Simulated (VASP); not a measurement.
Input of a VASP 6.6.1 run:

The input INCAR:

```
SYSTEM = Ta4S
PREC = Accurate
ENCUT = 520
EDIFF = 1E-6
ISMEAR = 0
SIGMA = 0.1
LREAL = .FALSE.
LASPH = .TRUE.
NELM = 60
ALGO = Normal
ISIF = 2
LWAVE = .FALSE.
LCHARG = .FALSE.
LDIPOL = .TRUE.
IDIPOL = 3
DIPOL = 0.5 0.5 0.366
GGA = CA
NBANDS = 33
```

KPOINTS

```
regular mesh
0
G
  8 8 1
  0 0 0
```

Contents of POSCAR:

```
Ta4S
1.0
    3.2528501163      0.0000000000      0.0000000000
    0.0000000000      3.2528501163      0.0000000000
    0.0000000000      0.0000000000     20.2133955625
Ta S
4 1
Direct
    0.5000000000      0.5000000000      0.1978885728
    0.0000000000      0.0000000000      0.2783513062
    0.5000000000      0.5000000000      0.3580225063
    0.0000000000      0.0000000000      0.4433505172
    0.0000000000      0.0000000000      0.5517232817
```

Potentials or basis: VASP PAW LDA potentials, release 64 (Ta_pv, S).

The run is started by

```sh
$ cat potpaw_LDA.64/Ta_pv/POTCAR potpaw_LDA.64/S/POTCAR > POTCAR
$ mpirun -np 1 vasp_std > vasp.out
```

Task: What does it give for the band gap on the k mesh?

Result: Zero (band 25 reaches -0.23 eV, above the bottom of band 26 at -1.14 eV).

Task: Estimate the largest force.

Result: 1.289 eV/Å.

Forces on the atoms (eV/Å):
```
Ta   0.000  0.000  1.289
Ta   0.000  0.000 -1.194
Ta   0.000  0.000 -0.136
Ta   0.000  0.000  0.015
S    0.000  0.000  0.026
```

Caveat: spin-orbit coupling is left out, which moves the levels of the heavy elements.
